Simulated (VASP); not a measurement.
# TaNb2N3 (R-3m) in VASP: relaxation of cell and atoms with PBE

Aim: the relaxation of cell and atoms of TaNb2N3 with PBE.

Program: VASP 6.6.1. These are calculated values, not measurements. Logs are shortened: lines on timing, memory, paths and dates and some standing lists are left out, and cuts for length are marked.

## 1. The cell of the first run

It takes space group R-3m (No. 166, trigonal). Conventional cell: a = 5.044 Å, b = 5.044 Å, c = 12.955 Å, α = 90.00°, β = 90.00°, γ = 120.00°. Ta (site symmetry -3m) has 6 N at 2.52 Å and 8 Nb at 3.09 to 3.16 Å within 3.3 Å. Within 2.5 Å of Nb (site symmetry 3m) lie 3 N at 1.91 Å. Within 2.5 Å of N (site symmetry 2/m) lie 2 Nb at 1.91 Å.

## 2. Relaxation of cell and atoms, PBE

The input, INCAR:

```
SYSTEM = TaNb2N3
PREC     = Accurate       ! precision mode
ENCUT    = 600            ! plane-wave cutoff, eV
EDIFF    = 1E-7           ! SCF threshold, eV
ISMEAR   = 0              ! smearing method
SIGMA    = 0.1            ! smearing width, eV
LREAL    = .False.        ! projectors in reciprocal space
LASPH    = .True.         ! aspherical terms in the spheres
NELM     = 60             ! most SCF steps
ALGO     = Normal         ! electronic algorithm
ISIF     = 3              ! what is computed and relaxed
LWAVE    = .False.        ! write WAVECAR
LCHARG   = .False.        ! write CHGCAR
GGA      = PE             ! functional
IBRION   = 2              ! ionic algorithm
NSW      = 100            ! ionic steps
EDIFFG   = -0.01          ! ionic threshold
```

The input, KPOINTS:

```
regular mesh
0
Gamma
  12 12 12
  0 0 0
```

The input, POSCAR:

```
TaNb2N3
1.0
    2.5221047923      1.4561378807      4.3183601097
   -2.5221047923      1.4561378807      4.3183601097
    0.0000000000     -2.9122757615      4.3183601097
Ta Nb N
1 2 3
Direct
    0.5000000000      0.5000000000      0.5000000000
    0.7384103576      0.7384103576      0.7384103576
    0.2615896424      0.2615896424      0.2615896424
    0.0000000000      0.0000000000      0.5000000000
    0.5000000000      0.0000000000      0.0000000000
    0.0000000000      0.5000000000      0.0000000000
```

Potentials or basis: VASP PAW PBE potentials, release 64 (Ta_pv, Nb_sv, N).

Started as:

```bash
> cat potpaw_PBE.64/Ta_pv/POTCAR potpaw_PBE.64/Nb_sv/POTCAR potpaw_PBE.64/N/POTCAR > POTCAR
> mpirun -np 1 vasp_std > vasp.out
```

OUTCAR:

```text
SYSTEM = TaNb2N3
   PREC = Accurate
   ENCUT = 600
   EDIFF = 1E-7
   ISMEAR = 0
   LREAL = .False.
   LASPH = .True.
   NELM = 60
   ISIF = 3
   GGA = PE
   IBRION = 2
   NSW = 100
   EDIFFG = -0.01

 ion  position               nearest neighbor table
   1  0.500  0.500  0.500-   5 2.52   6 2.52   5 2.52   6 2.52   4 2.52   4 2.52   2 3.09   3 3.09
                             3 3.16   2 3.16   3 3.16   2 3.16   2 3.16   3 3.16
   2  0.738  0.738  0.738-   4 1.91   5 1.91   6 1.91   1 3.09   1 3.16   1 3.16   1 3.16
   3  0.262  0.262  0.262-   4 1.91   5 1.91   6 1.91   1 3.09   1 3.16   1 3.16   1 3.16
   4  0.000  0.000  0.500-   2 1.91   3 1.91   1 2.52   1 2.52
   5  0.500  0.000  0.000-   2 1.91   3 1.91   1 2.52   1 2.52
   6  0.000  0.500  0.000-   2 1.91   3 1.91   1 2.52   1 2.52

  LATTYP: Found a trigonal (rhomboedric) cell.
 ALAT       =     5.2086067377
 COS(alpha) =     0.5310644978

  Lattice vectors:

 A1 = (   2.5221047923,   1.4561378807,   4.3183601097)
 A2 = (  -2.5221047923,   1.4561378807,   4.3183601097)
 A3 = (   0.0000000000,  -2.9122757615,   4.3183601097)

Analysis of symmetry for initial positions (statically):
=====================================================================
 Subroutine PRICEL returns:
 Original cell was already a primitive cell.

 Routine SETGRP: Setting up the symmetry group for a
 trigonal (rhombohedral) supercell.

 Subroutine GETGRP returns: Found 12 space group operations
 (whereof 12 operations were pure point group operations)
 out of a pool of 12 trial point group operations.

The static configuration has the point symmetry D_3d.

Analysis of symmetry for dynamics (positions and initial velocities):
=====================================================================
 Subroutine PRICEL returns:
 Original cell was already a primitive cell.

 Routine SETGRP: Setting up the symmetry group for a
 trigonal (rhombohedral) supercell.

 Subroutine GETGRP returns: Found 12 space group operations
 (whereof 12 operations were pure point group operations)
 out of a pool of 12 trial point group operations.

The dynamic configuration has the point symmetry D_3d.

 Subroutine INISYM returns: Found 12 space group operations
 (whereof 12 operations are pure point group operations),
 and found     1 'primitive' translations

----------------------------------------------------------------------------------------

                                     Primitive cell

  volume of cell :      95.1559

  direct lattice vectors                    reciprocal lattice vectors
     2.522104792  1.456137881  4.318360110     0.198247115  0.114458025  0.077189795
    -2.522104792  1.456137881  4.318360110    -0.198247115  0.114458025  0.077189795
     0.000000000 -2.912275762  4.318360110     0.000000000 -0.228916051  0.077189795

  length of vectors
     5.208606738  5.208606738  5.208606738     0.241579848  0.241579848  0.241579848

  position of ions in fractional coordinates (direct lattice)
     0.500000000  0.500000000  0.500000000
     0.738410358  0.738410358  0.738410358
     0.261589642  0.261589642  0.261589642
     0.000000000  0.000000000  0.500000000
     0.500000000  0.000000000  1.000000000
     0.000000000  0.500000000  1.000000000

  ion indices of the primitive-cell ions
   primitive index   ion index
                 1           1
                 2           2
                 3           3
                 4           4
                 5           5
                 6           6

----------------------------------------------------------------------------------------

 KPOINTS: regular mesh

Automatic generation of k-mesh.
 Grid dimensions read from file:
 generate k-points for:   12   12   12

 Generating k-lattice:

  Cartesian coordinates                     Fractional coordinates (reciprocal lattice)
     0.016520593  0.009538169  0.006432483     0.083333333 -0.000000000  0.000000000
    -0.016520593  0.009538169  0.006432483    -0.000000000  0.083333333  0.000000000
     0.000000000 -0.019076338  0.006432483     0.000000000  0.000000000  0.083333333

  Length of vectors
     0.020131654  0.020131654  0.020131654

  Shift w.r.t. Gamma in fractional coordinates (k-lattice)
     0.000000000  0.000000000  0.000000000

 Subroutine IBZKPT returns following result:
 ===========================================

 Found    189 irreducible k-points:

 Following reciprocal coordinates:
            Coordinates               Weight
  0.000000  0.000000  0.000000      1.000000
  0.083333  0.000000  0.000000      6.000000
  0.166667  0.000000  0.000000      6.000000
  0.250000  0.000000  0.000000      6.000000
  0.333333  0.000000  0.000000      6.000000
  0.416667  0.000000  0.000000      6.000000
[... 16 lines left out ...]
  0.500000  0.166667  0.000000     12.000000
 -0.416667  0.166667 -0.000000     12.000000
 [... further k-points ...]
   k-points           NKPTS =    189   k-points in BZ     NKDIM =    189   number of bands    NBANDS=     31
   number of dos      NEDOS =    301   number of ions     NIONS =      6
   total plane-waves  NPLWV =  74088
   dimension x,y,z NGX =    42 NGY =   42 NGZ =   42
   dimension x,y,z NGXF=    84 NGYF=   84 NGZF=   84
   ions per type =               1   2   3
   NGX,Y,Z   is equivalent  to a cutoff of  13.41, 13.41, 13.41 a.u.
   NGXF,Y,Z  is equivalent  to a cutoff of  26.81, 26.81, 26.81 a.u.
 SYSTEM =  TaNb2N3
   PREC   = accura    normal or accurate (medium, high low for compatibility)
   ISTART =      0    job   : 0-new  1-cont  2-samecut
   ICHARG =      2    charge: 1-file 2-atom 10-const
   ISPIN  =      1    spin polarized calculation?
   LNONCOLLINEAR =      F non collinear calculations
   LSORBIT =      F    spin-orbit coupling
   LASPH  =      T    aspherical Exc in radial PAW
   ENCUT  =  600.0 eV  44.10 Ry    6.64 a.u.  10.40 10.40 10.40*2*pi/ulx,y,z
   NELM   =     60;   NELMIN=  2; NELMDL= -5     # of ELM steps
   EDIFF  = 0.1E-06   stopping-criterion for ELM
   LREAL  =      F    real-space projection
   EDIFFG = -.1E-01   stopping-criterion for IOM
   NSW    =    100    number of steps for IOM
   IBRION =      2    ionic relax: 0-MD 1-quasi-New 2-CG
   NFREE  =      1    steps in history (QN), initial steepest desc. (CG)
   ISIF   =      3    stress and relaxation
   ISYM   =      2    0-nonsym 1-usesym 2-fastsym
   POTIM  = 0.5000    time-step for ionic-motion
   TEBEG  =    0.0;   TEEND  =   0.0 temperature during run
   PSTRESS=    0.0 pullay stress
   NELECT =      52.0000    total number of electrons
   NUPDOWN=      -1.0000    fix difference up-down
   EMIN   =  10.00;   EMAX   =-10.00  energy-range for DOS
   EFERMI =   0.00;   METHOD = LEGACY
   ISMEAR =     0;   SIGMA  =   0.10  broadening in eV -4-tet -1-fermi 0-gaus
   EFERMI_NEDOS =   21; number of points for ismear=-14 and -15
   IALGO  =     38    algorithm
   IMIX   =      4    mixing-type and parameters
     AMIX     =   0.40;   BMIX     =  1.00
     AMIX_MAG =   1.60;   BMIX_MAG =  1.00
  volume/ion in A,a.u.               =      15.86       107.02
  Fermi-wavevector in a.u.,A,eV,Ry     =   1.338435  2.529276 24.373598  1.791409
  Thomas-Fermi vector in A             =   2.466906
   LORBIT       =      0    0 simple, 1 ext, 2 COOP (PROOUT), +10 PAW based schemes
   GGA     = PE    functional components
   LHFCALC =     F    Hartree Fock is set to
   AEXX    =    0.0000 exact exchange contribution
   IVDW    =     0    specifies the selected vdW correction
   LEPSILON=     F    determine dielectric tensor
   LRPA    =     F    only Hartree local field effects (RPA)
 conjugate gradient relaxation of ions
 non-spin polarized calculation
 Gauss-broadening in eV      SIGMA  =   0.10
  energy-cutoff  :      600.00
  volume of cell :       95.16
 maximum number of plane-waves:      3203
 NGX is ok and might be reduce to    42
   NGX = 21   NGY = 21   NGZ = 21

--------------------------------------- Ionic step        1  -------------------------------------------

 number of electron      51.9999998 magnetization

 Free energy of the ion-electron system (eV)
  ---------------------------------------------------
  ext. energy  EPLUGINS =         0.00000000
  ---------------------------------------------------
  free energy    TOTEN  =       -56.17029828 eV

  energy without entropy =      -56.15250364  energy(sigma->0) =      -56.16140096

------------------------ aborting loop because EDIFF is reached ----------------------------------------

  FORCE on cell =-STRESS in cart. coord.  units (eV):
  Direction    XX          YY          ZZ          XY          YZ          ZX
  --------------------------------------------------------------------------------------
  -------------------------------------------------------------------------------------
  Total       -0.2123091     -0.2123091     -0.1355143      0.0000000      0.0000000      0.0000000
  in kB       -3.5747314     -3.5747314     -2.2817080      0.0000000      0.0000000      0.0000000
  external PRESSURE =      -3.1437236 kB  Pullay stress =       0.0000000 kB
[... 145 lines left out ...]
  energy  without entropy=      -56.1527018003  energy(sigma->0) =      -56.16160990

--------------------------------------- Ionic step        5  -------------------------------------------

 number of electron      51.9999998 magnetization

 Free energy of the ion-electron system (eV)
  ---------------------------------------------------
  ext. energy  EPLUGINS =         0.00000000
  ---------------------------------------------------
  free energy    TOTEN  =       -56.17054052 eV

  energy without entropy =      -56.15260477  energy(sigma->0) =      -56.16157264

 E-fermi :   6.2049     XC(G=0): -10.8644

 val. band max:        6.2031935861   @ k =  -0.4167  -0.4167   0.1667
 cond. band min:       6.2094934657   @ k =   0.3333   0.0000   0.0000
 fundamental gap:      0.0062998796
 Fermi energy:         6.2048604893

 k-point     1 :       0.0000    0.0000    0.0000
  band No.  band energies     occupation
      1     -48.9735      2.00000
      2     -48.9525      2.00000
      3     -29.3789      2.00000
      4     -29.3789      2.00000
      5     -28.8907      2.00000
      6     -25.3534      2.00000
[... 805 lines left out ...]
     30       8.7365      0.00000
     31       8.8581      0.00000

 [... further k-points ...]

------------------------ aborting loop because EDIFF is reached ----------------------------------------

  FORCE on cell =-STRESS in cart. coord.  units (eV):
  Direction    XX          YY          ZZ          XY          YZ          ZX
  --------------------------------------------------------------------------------------
  -------------------------------------------------------------------------------------
  Total        0.0060420      0.0060420      0.0067618      0.0000000     -0.0000000      0.0000000
  in kB        0.1020135      0.1020135      0.1141662      0.0000000     -0.0000000      0.0000000
  external PRESSURE =       0.1060644 kB  Pullay stress =       0.0000000 kB
[... 21 lines left out ...]
  FREE ENERGIE OF THE ION-ELECTRON SYSTEM (eV)
  ---------------------------------------------------
  free  energy   TOTEN  =       -56.1705405154 eV

  energy  without entropy=      -56.1526047702  energy(sigma->0) =      -56.16157264

 reached required accuracy - stopping structural energy minimisation
```

Run time: 59 min. Hardware: 1 thread of AMD EPYC 7R13 (Zen 3), shared host; peak memory 0.72 GiB.

What came out:

| Property | Result |
| --- | --- |
| Free energy | -56.1705 eV |
| Relaxed volume | 15.82 Å³/atom |
| Relaxed cell | a = 5.207 Å, b = 5.207 Å, c = 5.207 Å, α = 57.84°, β = 57.84°, γ = 57.84° |
| Space group after relaxing (to 0.05 Å) | R-3m (No. 166) |
| Energy gained by relaxing | 0.0 meV/atom |
| Ionic steps | 5 |
| Pressure after relaxing | 0.0 GPa |
| Largest force after relaxing | 0.006 eV/Å |
| Band gap on the k mesh | zero (band 26 reaches 6.46 eV, above the bottom of band 27 at 5.91 eV) |

Forces in eV/Å, atoms in the order of the input:
```
Ta   0.000  0.000  0.000
Nb   0.000  0.000  0.006
Nb   0.000  0.000 -0.006
N    0.000  0.000  0.000
N    0.000  0.000  0.000
N    0.000  0.000  0.000
```

Step by step:
| step | energy change (eV) | largest force (eV/Å) | pressure (GPa) | volume (Å³) |
| --- | --- | --- | --- | --- |
| 1 | 0.0000 | 0.0393 | -0.31 | 95.16 |
| 2 | 0.0007 | 0.1664 | 0.69 | 94.73 |
| 3 | -0.0002 | 0.0221 | -0.01 | 95.03 |
| 4 | -0.0002 | 0.0105 | 0.00 | 94.97 |
| 5 | -0.0002 | 0.0061 | 0.01 | 94.89 |

Final structure:
```cif
data_structure
_symmetry_space_group_name_H-M 'P 1'
_symmetry_Int_Tables_number 1
_cell_length_a 5.2075
_cell_length_b 5.2075
_cell_length_c 5.2075
_cell_angle_alpha 57.836
_cell_angle_beta 57.836
_cell_angle_gamma 57.836
_cell_volume 94.89
loop_
_atom_site_label
_atom_site_type_symbol
_atom_site_fract_x
_atom_site_fract_y
_atom_site_fract_z
_atom_site_occupancy
Ta1 Ta 0.50000 0.50000 0.50000 1
Nb1 Nb 0.73831 0.73831 0.73831 1
Nb2 Nb 0.26169 0.26169 0.26169 1
N1 N 0.00000 0.00000 0.50000 1
N2 N 0.50000 0.00000 0.00000 1
N3 N 0.00000 0.50000 0.00000 1
```

Levels at points of the mesh, in eV from the Fermi level:
```csv
k point,band 23,band 24,band 25,band 26,band 27,band 28,band 29,band 30
"(0.00, 0.00, 0.00)",-1.65,-0.72,-0.40,-0.40,0.21,0.85,0.85,1.68
"(0.50, 0.00, 0.00)",-1.82,-1.12,-0.78,0.15,0.76,1.11,1.36,2.73
"(0.50, 0.50, 0.00)",-2.14,-0.86,-0.73,-0.39,0.24,0.55,1.23,1.46
"(0.50, 0.50, 0.50)",-1.79,-0.70,-0.54,-0.54,0.96,0.96,1.25,2.00
```

Caveat: spin-orbit coupling is left out, which moves the levels of the heavy elements.
